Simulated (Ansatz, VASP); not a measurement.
## One calculation of GaC2, two programs

Contents of INCAR:

```
PREC = Accurate
ENCUT = 600
EDIFF = 1E-7
ISMEAR = 0
SIGMA = 0.1
LREAL = F
LASPH = T
NELM = 120
ALGO = Normal
ISIF = 3
LWAVE = F
LCHARG = F
GGA = PE
IBRION = 2
NSW = 90
EDIFFG = -0.04
GGA_COMPAT = F
NELMIN = 4
```

KPOINTS

```
Automatic mesh
0
Gamma
  4 4 4
```

File POSCAR:

```
GaC2
1.0
    4.1966150868      0.0000000000      0.0000000000
    0.0000000000      4.1966150868      0.0000000000
    0.0000000000      0.0000000000      4.1966150868
Ga C
2 4
Direct
    0.0000000000      0.0000000000      0.0000000000
    0.5000000000      0.5000000000      0.5000000000
    0.2500000000      0.2500000000      0.2500000000
    0.2500000000      0.7500000000      0.7500000000
    0.7500000000      0.7500000000      0.2500000000
    0.7500000000      0.2500000000      0.7500000000
```

Input for Ansatz:

```yaml
crystal:
  lattice:
    - [4.1966150868, 0.0, 0.0]
    - [0.0, 4.1966150868, 0.0]
    - [0.0, 0.0, 4.1966150868]
  atoms:
    - { symbol: Ga, position: [0.0, 0.0, 0.0] }
    - { symbol: Ga, position: [0.5, 0.5, 0.5] }
    - { symbol: C, position: [0.25, 0.25, 0.25] }
    - { symbol: C, position: [0.25, 0.75, 0.75] }
    - { symbol: C, position: [0.75, 0.75, 0.25] }
    - { symbol: C, position: [0.75, 0.25, 0.75] }
basis:
  ecutwfc: 420
kpoints:
  mp_grid: { grid: [4, 4, 4] }
hamiltonian:
  xc: pbe
scf:
  occupations: { method: gaussian, width: 0.1 }
  lower_state_search: "off"
output:
  forces: true
  stress: true
  eigenvalues: true
relax:
  adjacent_minimum: "off"
  f_tol: 0.04
  max_steps: 70
  cell: { stress_tol: 0.4 }
```

Alike in both runs: task relaxation of cell and atoms; functional PBE; k mesh 4 × 4 × 4; occupations gaussian, width 0.1 eV; no spin polarisation.

|  | VASP | Ansatz |
| --- | --- | --- |
| version | VASP 6.6.1 | Ansatz 0.2.0 |
| potentials or method | VASP PAW PBE potentials, release 64 (Ga_d, C), cutoff 600 eV | scalar-relativistic, plane waves, PAW |
| valence electrons in the cell | 42 | 42 |

```tsv
	VASP	Ansatz	Ansatz less VASP
gap on the k mesh at the Fermi level, each at its own relaxed structure (eV)	none	none	-
relaxed volume (Å³/atom)	14.92	14.96	+0.035
relaxed cell length with the largest relative difference (Å)	4.474	4.477	+0.0035
```

A gap of «none» marks a metal or a gap that the smearing closes.

The k mesh is coarse, so the values compare programs but aren't converged. Noted on VASP's run: the volume moved by over 15 % at a fixed basis, so the end points are rough.
